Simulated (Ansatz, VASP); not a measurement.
One calculation of Be2Cd, two programs

```
Be Cd
1.0
     3.97420    0.00000    0.00000
    -1.98710    3.44175    0.00000
     0.00000    0.00000    2.89620
Be Cd
2 1
Direct
  0.33333 0.66667 0.50000
  0.66667 0.33333 0.50000
  0.00000 0.00000 0.00000
```

Alike in both runs: functional PBE; k mesh 6 × 6 × 6; occupations gaussian, width 0.1 eV; no spin polarisation.

Ansatz relaxed the structure, and its values are those at the end. VASP's run is a single point on that final structure, the one shown.

|  | VASP | Ansatz |
| --- | --- | --- |
| version | VASP 6.6.1 | Ansatz 0.2.0 |
| potentials or method | VASP PAW PBE potentials, release 64 (Be, Cd), cutoff 520 eV | scalar-relativistic, plane waves, PAW |
| valence electrons in the cell | 16 | 24 |

```tsv
	VASP	Ansatz	Ansatz less VASP
gap on the k mesh at the Fermi level (eV)	none	none	-
pressure (GPa)	0.4	0.1	-0.30
```

A gap of «none» marks a metal or a gap that the smearing closes. With one functional, cell and mesh, what is left measures potentials, basis and numerics. VASP's potentials hold 16 valence electrons a cell and Ansatz's 24, so a difference there can come from the potentials and not from the codes.

The k mesh is coarse, so the values compare programs but aren't converged.
